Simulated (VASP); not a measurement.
# KAg (CsCl type) (Pm-3m) in VASP: single point with PBEsol

Aim: the single point of KAg (CsCl type) with PBEsol.

Program: VASP 6.6.1. These are calculated values, not measurements. Logs are shortened: lines on timing, memory, paths and dates and some standing lists are left out, and cuts for length are marked.

## (1) The cell of the first run

Symmetry: Pm-3m, No. 221, cubic system. Conventional cell: a = 3.984 Å, b = 3.984 Å, c = 3.984 Å, α = 90.00°, β = 90.00°, γ = 90.00°. Within 4.5 Å of K (site symmetry m-3m) lie 8 Ag at 3.45 Å and 6 K at 3.98 Å. Within 4.5 Å of Ag (site symmetry m-3m) lie 8 K at 3.45 Å and 6 Ag at 3.98 Å.

## (2) Single point, PBEsol

File INCAR:

```
PREC = Accurate
ENCUT = 500
EDIFF = 1E-6
ISMEAR = -1
SIGMA = 0.05
LREAL = False
LASPH = True
NELM = 120
ALGO = Normal
ISIF = 2
LWAVE = False
LCHARG = True
GGA = PS
LELF = True
LVHAR = True
NBANDS = 17
GGA_COMPAT = False
```

File KPOINTS:

```
regular mesh
0
Gamma
  10 10 10
```

File POSCAR:

```
KAg
1.0
    3.9843582061      0.0000000000      0.0000000000
    0.0000000000      3.9843582061      0.0000000000
    0.0000000000      0.0000000000      3.9843582061
K Ag
1 1
Direct
    0.0000000000      0.0000000000      0.0000000000
    0.5000000000      0.5000000000      0.5000000000
```

Potentials or basis: VASP PAW PBE potentials, release 64 (K_sv, Ag).

The run is started by

```console
> cat potpaw_PBE.64/K_sv/POTCAR potpaw_PBE.64/Ag/POTCAR > POTCAR
> mpirun -np 1 vasp_std > vasp.out
```

OUTCAR:

```text
PREC = Accurate
   ENCUT = 500
   EDIFF = 1E-6
   ISMEAR = -1
   LREAL = False
   LASPH = True
   NELM = 120
   ISIF = 2
   GGA = PS

 ion  position               nearest neighbor table
   1  0.000  0.000  0.000-   2 3.45   2 3.45   2 3.45   2 3.45   2 3.45   2 3.45   2 3.45   2 3.45

   2  0.500  0.500  0.500-   1 3.45   1 3.45   1 3.45   1 3.45   1 3.45   1 3.45   1 3.45   1 3.45

  LATTYP: Found a simple cubic cell.
 ALAT       =     3.9843582061

  Lattice vectors:

 A1 = (   3.9843582061,   0.0000000000,   0.0000000000)
 A2 = (   0.0000000000,   3.9843582061,   0.0000000000)
 A3 = (   0.0000000000,   0.0000000000,   3.9843582061)

Analysis of symmetry for initial positions (statically):
=====================================================================
 Subroutine PRICEL returns:
 Original cell was already a primitive cell.

 Routine SETGRP: Setting up the symmetry group for a
 simple cubic supercell.

 Subroutine GETGRP returns: Found 48 space group operations
 (whereof 48 operations were pure point group operations)
 out of a pool of 48 trial point group operations.

The static configuration has the point symmetry O_h .

Analysis of symmetry for dynamics (positions and initial velocities):
=====================================================================
 Subroutine PRICEL returns:
 Original cell was already a primitive cell.

 Routine SETGRP: Setting up the symmetry group for a
 simple cubic supercell.

 Subroutine GETGRP returns: Found 48 space group operations
 (whereof 48 operations were pure point group operations)
 out of a pool of 48 trial point group operations.

The dynamic configuration has the point symmetry O_h .

 Subroutine INISYM returns: Found 48 space group operations
 (whereof 48 operations are pure point group operations),
 and found     1 'primitive' translations

----------------------------------------------------------------------------------------

                                     Primitive cell

  volume of cell :      63.2521

  direct lattice vectors                    reciprocal lattice vectors
     3.984358206  0.000000000  0.000000000     0.250981450  0.000000000  0.000000000
     0.000000000  3.984358206  0.000000000     0.000000000  0.250981450  0.000000000
     0.000000000  0.000000000  3.984358206     0.000000000  0.000000000  0.250981450

  length of vectors
     3.984358206  3.984358206  3.984358206     0.250981450  0.250981450  0.250981450

  position of ions in fractional coordinates (direct lattice)
     0.000000000  0.000000000  0.000000000
     0.500000000  0.500000000  0.500000000

  ion indices of the primitive-cell ions
   primitive index   ion index
                 1           1
                 2           2

----------------------------------------------------------------------------------------

 KPOINTS: regular mesh

Automatic generation of k-mesh.
 Grid dimensions read from file:
 generate k-points for:   10   10   10

 Generating k-lattice:

  Cartesian coordinates                     Fractional coordinates (reciprocal lattice)
     0.025098145  0.000000000  0.000000000     0.100000000  0.000000000  0.000000000
     0.000000000  0.025098145  0.000000000     0.000000000  0.100000000  0.000000000
     0.000000000  0.000000000  0.025098145     0.000000000  0.000000000  0.100000000

  Length of vectors
     0.025098145  0.025098145  0.025098145

  Shift w.r.t. Gamma in fractional coordinates (k-lattice)
     0.000000000  0.000000000  0.000000000

 Subroutine IBZKPT returns following result:
 ===========================================

 Found     56 irreducible k-points:

 Following reciprocal coordinates:
            Coordinates               Weight
  0.000000  0.000000  0.000000      1.000000
  0.100000  0.000000  0.000000      6.000000
  0.200000  0.000000  0.000000      6.000000
  0.300000  0.000000  0.000000      6.000000
  0.400000  0.000000  0.000000      6.000000
  0.500000  0.000000  0.000000      3.000000
[... 16 lines left out ...]
  0.200000  0.100000  0.100000     24.000000
  0.300000  0.100000  0.100000     24.000000
 [... further k-points ...]
   k-points           NKPTS =     56   k-points in BZ     NKDIM =     56   number of bands    NBANDS=     17
   number of dos      NEDOS =    301   number of ions     NIONS =      2
   total plane-waves  NPLWV =  27000
   dimension x,y,z NGX =    30 NGY =   30 NGZ =   30
   dimension x,y,z NGXF=    60 NGYF=   60 NGZF=   60
   ions per type =               1   1
   NGX,Y,Z   is equivalent  to a cutoff of  12.52, 12.52, 12.52 a.u.
   NGXF,Y,Z  is equivalent  to a cutoff of  25.03, 25.03, 25.03 a.u.
 SYSTEM =  unknown system
   PREC   = accura    normal or accurate (medium, high low for compatibility)
   ISTART =      0    job   : 0-new  1-cont  2-samecut
   ICHARG =      2    charge: 1-file 2-atom 10-const
   ISPIN  =      1    spin polarized calculation?
   LNONCOLLINEAR =      F non collinear calculations
   LSORBIT =      F    spin-orbit coupling
   LASPH  =      T    aspherical Exc in radial PAW
   ENCUT  =  500.0 eV  36.75 Ry    6.06 a.u.   7.26  7.26  7.26*2*pi/ulx,y,z
   NELM   =    120;   NELMIN=  2; NELMDL= -5     # of ELM steps
   EDIFF  = 0.1E-05   stopping-criterion for ELM
   LREAL  =      F    real-space projection
   EDIFFG = 0.1E-04   stopping-criterion for IOM
   NSW    =      0    number of steps for IOM
   IBRION =     -1    ionic relax: 0-MD 1-quasi-New 2-CG
   NFREE  =      0    steps in history (QN), initial steepest desc. (CG)
   ISIF   =      2    stress and relaxation
   ISYM   =      2    0-nonsym 1-usesym 2-fastsym
   POTIM  = 0.5000    time-step for ionic-motion
   TEBEG  =    0.0;   TEEND  =   0.0 temperature during run
   PSTRESS=    0.0 pullay stress
   NELECT =      20.0000    total number of electrons
   NUPDOWN=      -1.0000    fix difference up-down
   EMIN   =  10.00;   EMAX   =-10.00  energy-range for DOS
   EFERMI =   0.00;   METHOD = LEGACY
   ISMEAR =    -1;   SIGMA  =   0.05  broadening in eV -4-tet -1-fermi 0-gaus
   EFERMI_NEDOS =   21; number of points for ismear=-14 and -15
   IALGO  =     38    algorithm
   IMIX   =      4    mixing-type and parameters
     AMIX     =   0.40;   BMIX     =  1.00
     AMIX_MAG =   1.60;   BMIX_MAG =  1.00
  volume/ion in A,a.u.               =      31.63       213.42
  Fermi-wavevector in a.u.,A,eV,Ry     =   1.115304  2.107618 16.924317  1.243902
  Thomas-Fermi vector in A             =   2.251907
   LORBIT       =      0    0 simple, 1 ext, 2 COOP (PROOUT), +10 PAW based schemes
   GGA     = PS    functional components
   LHFCALC =     F    Hartree Fock is set to
   AEXX    =    0.0000 exact exchange contribution
   IVDW    =     0    specifies the selected vdW correction
   LEPSILON=     F    determine dielectric tensor
   LRPA    =     F    only Hartree local field effects (RPA)
 non-spin polarized calculation
  energy-cutoff  :      500.00
  volume of cell :       63.25
 maximum number of plane-waves:      1640
 NGX is ok and might be reduce to    30
   NGX = 15   NGY = 15   NGZ = 15

 number of electron      19.9999994 magnetization

 Free energy of the ion-electron system (eV)
  ---------------------------------------------------
  ext. energy  EPLUGINS =         0.00000000
  ---------------------------------------------------
  free energy    TOTEN  =        -3.99727533 eV

  energy without entropy =       -3.99530221  energy(sigma->0) =       -3.99628877

 E-fermi :   2.0894     XC(G=0):  -8.5875

 val. band max:        1.9198103791   @ k =   0.5000   0.1000   0.1000
 cond. band min:       2.0909454320   @ k =   0.4000   0.4000   0.4000
 fundamental gap:      0.1711350529
 Fermi energy:         2.0894430394

 k-point     1 :       0.0000    0.0000    0.0000
  band No.  band energies     occupation
      1     -28.5020      2.00000
      2     -12.0023      2.00000
      3     -12.0023      2.00000
      4     -12.0023      2.00000
      5      -2.0208      2.00000
      6      -2.0208      2.00000
[... 9 lines left out ...]
     16      10.0941      0.00000
     17      10.0941      0.00000

 k-point     2 :       0.1000    0.0000    0.0000
  band No.  band energies     occupation
      1     -28.5008      2.00000
      2     -12.0238      2.00000
      3     -12.0008      2.00000
      4     -12.0008      2.00000
      5      -2.0144      2.00000
      6      -1.9939      2.00000
[... 9 lines left out ...]
     16      10.0898      0.00000
     17      10.3143      0.00000

 k-point     3 :       0.2000    0.0000    0.0000
  band No.  band energies     occupation
      1     -28.4976      2.00000
      2     -12.0793      2.00000
      3     -11.9968      2.00000
      4     -11.9968      2.00000
      5      -1.9975      2.00000
      6      -1.9309      2.00000
[... 9 lines left out ...]
     16      10.0783      0.00000
     17      10.8636      0.00000

 k-point     4 :       0.3000    0.0000    0.0000
  band No.  band energies     occupation
      1     -28.4935      2.00000
      2     -12.1466      2.00000
      3     -11.9919      2.00000
      4     -11.9919      2.00000
      5      -1.9764      2.00000
      6      -1.8578      2.00000
[... 9 lines left out ...]
     16      10.0639      0.00000
     17      11.6188      0.00000
[... 343 lines left out ...]
      1     -28.4983      2.00000
      2     -12.0251      2.00000
      3     -12.0177      2.00000
      4     -12.0177      2.00000
      5      -1.9687      2.00000
      6      -1.9687      2.00000
[... 9 lines left out ...]
     16      10.2503      0.00000
     17      10.2518      0.00000

 k-point    23 :       0.2000    0.1000    0.1000
  band No.  band energies     occupation
      1     -28.4951      2.00000
      2     -12.0749      2.00000
      3     -12.0167      2.00000
      4     -12.0135      2.00000
      5      -1.9543      2.00000
      6      -1.8986      2.00000
[... 9 lines left out ...]
     16       9.9407      0.00000
     17      10.8379      0.00000

 k-point    24 :       0.3000    0.1000    0.1000
  band No.  band energies     occupation
      1     -28.4912      2.00000
      2     -12.1403      2.00000
      3     -12.0104      2.00000
      4     -12.0083      2.00000
      5      -1.9363      2.00000
      6      -1.8222      2.00000
[... 9 lines left out ...]
     16       9.8250      0.00000
     17      11.1729      0.00000

 [... further k-points ...]
[... 5 lines left out ...]
  --------------------------------------------------------------------------------------
  -------------------------------------------------------------------------------------
  Total        0.0062966      0.0062966      0.0062966      0.0000000      0.0000000      0.0000000
  in kB        0.1594941      0.1594941      0.1594941      0.0000000      0.0000000      0.0000000
  external PRESSURE =       0.1594941 kB  Pullay stress =       0.0000000 kB

 VOLUME and BASIS-vectors are now :
 -----------------------------------------------------------------------------
  energy-cutoff  :      500.00
  volume of cell :       63.25
      direct lattice vectors                 reciprocal lattice vectors
     3.984358206  0.000000000  0.000000000     0.250981450  0.000000000  0.000000000
     0.000000000  3.984358206  0.000000000     0.000000000  0.250981450  0.000000000
     0.000000000  0.000000000  3.984358206     0.000000000  0.000000000  0.250981450

 POSITION                                       TOTAL-FORCE (eV/Angst)
 -----------------------------------------------------------------------------------
      0.00000      0.00000      0.00000         0.000000      0.000000      0.000000
      1.99218      1.99218      1.99218         0.000000      0.000000      0.000000
 -----------------------------------------------------------------------------------
    total drift:                                0.000000      0.000000      0.000000

  FREE ENERGIE OF THE ION-ELECTRON SYSTEM (eV)
  ---------------------------------------------------
  free  energy   TOTEN  =        -3.9972753281 eV

  energy  without entropy=       -3.9953022104  energy(sigma->0) =       -3.99628877
```

Run time: 58 s. Hardware: 1 thread of AMD EPYC 9R45 (Zen 5), shared host; peak memory 0.17 GiB.

Results:

```yaml
Free_energy: -3.9973 eV
Pressure: 0.0 GPa
Band_gap_on_the_k_mesh: zero (band 10 reaches 3.55 eV, above the bottom of band 11 at 1.64 eV)
```

Levels at points of the mesh, in eV from the Fermi level:
```tsv
k point	band 8	band 9	band 10	band 11	band 12	band 13
(0.00, 0.00, 0.00)	-3.73	-3.73	-3.73	4.26	4.26	5.94
(0.50, 0.00, 0.00)	-3.81	-3.70	-1.50	-0.45	4.51	4.84
(0.50, 0.50, 0.00)	-3.86	-3.55	-0.64	1.64	1.64	3.83
(0.50, 0.50, 0.50)	-3.54	-3.54	1.46	1.46	1.46	1.74
```

Caveat: the PAW data sets were made with another functional, which shifts forces and pressure a little.
